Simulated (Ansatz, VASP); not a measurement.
## Two plane-wave programs on LaZn

```xyz
2
Lattice="3.6441 0.0000 0.0000 0.0000 3.6441 0.0000 0.0000 0.0000 3.6441" Properties=species:S:1:pos:R:3 pbc="T T T"
La    1.8220    1.8220    1.8220
Zn    0.0000    0.0000    0.0000
```

Alike in both runs: functional LDA; k mesh 12 × 12 × 12; occupations fermi-dirac, width 0.05 eV; no spin polarisation.

Ansatz relaxed the structure, and its values are those at the end. VASP's run is a single point on that final structure, the one shown.

|  | VASP | Ansatz |
| --- | --- | --- |
| version | VASP 6.6.1 | Ansatz 0.2.0 |
| potentials or method | VASP PAW LDA potentials, release 64 (La, Zn) | PAW with Ansatz's default frozen-core files, scalar-relativistic |
| plane-wave cutoff (eV) | 520 | 420 |
| valence electrons in the cell | 23 | 23 |

|  | VASP | Ansatz | Ansatz less VASP |
| --- | --- | --- | --- |
| pressure (GPa) | 0.0 | 0.0 | -0.05 |

LDA's correlation is that of Perdew and Zunger in VASP and of Perdew and Wang (1992) in Ansatz.

Spin-orbit coupling is off throughout.
